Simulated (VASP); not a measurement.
Wanted: the native input for a VASP 6.6.1 run.

```yaml
Task: single point
Functional: revPBE
Potentials_or_basis: VASP PAW PBE potentials, release 64 (Li_sv, O)
Cutoff: 750 eV
k_mesh: 8 × 8 × 8
Occupations: gaussian, width 0.01 eV
Spin: no spin polarisation
Dipole_correction: no
Further_INCAR_settings: ALGO = Normal; EDIFF = 1e-06; NBANDS = 13
```

The structure of Li2O lies in POSCAR:

```
Li2O
1.0
    0.0000000000      2.3050000000      2.3050000000
    2.3050000000      0.0000000000      2.3050000000
    2.3050000000      2.3050000000      0.0000000000
Li O
2 1
Direct
    0.2500000000      0.2500000000      0.2500000000
    0.7500000000      0.7500000000      0.7500000000
    0.0000000000      0.0000000000      0.0000000000
```

These files were run (other wordings do the same):

INCAR

```
  ALGO = Normal
  EDIFF = 1E-6
  ENCUT = 750
  GGA = RE
  GGA_COMPAT = False
  ISIF = 2
  ISMEAR = 0
  LASPH = True
  LCHARG = False
  LREAL = False
  LWAVE = False
  NBANDS = 13
  NELM = 120
  PREC = Accurate
  SIGMA = 0.01
```

KPOINTS

```
k-points
0
Gamma
  8 8 8
```

Potentials or basis: VASP PAW PBE potentials, release 64 (Li_sv, O).

Run with:

```sh
$ cat potpaw_PBE.64/Li_sv/POTCAR potpaw_PBE.64/O/POTCAR > POTCAR
$ mpirun -np 1 vasp_std > vasp.out
```

It gave:

```
Pressure               : 3.6 GPa
Band gap on the k mesh : 5.10 eV, indirect (least direct gap 5.38 eV)
```

Caveat: the PAW data sets were made with another functional, which shifts forces and pressure a little.

Wall time 40 s on 1 thread of AMD EPYC 7R13, with other jobs on the host, peak memory 0.13 GiB.
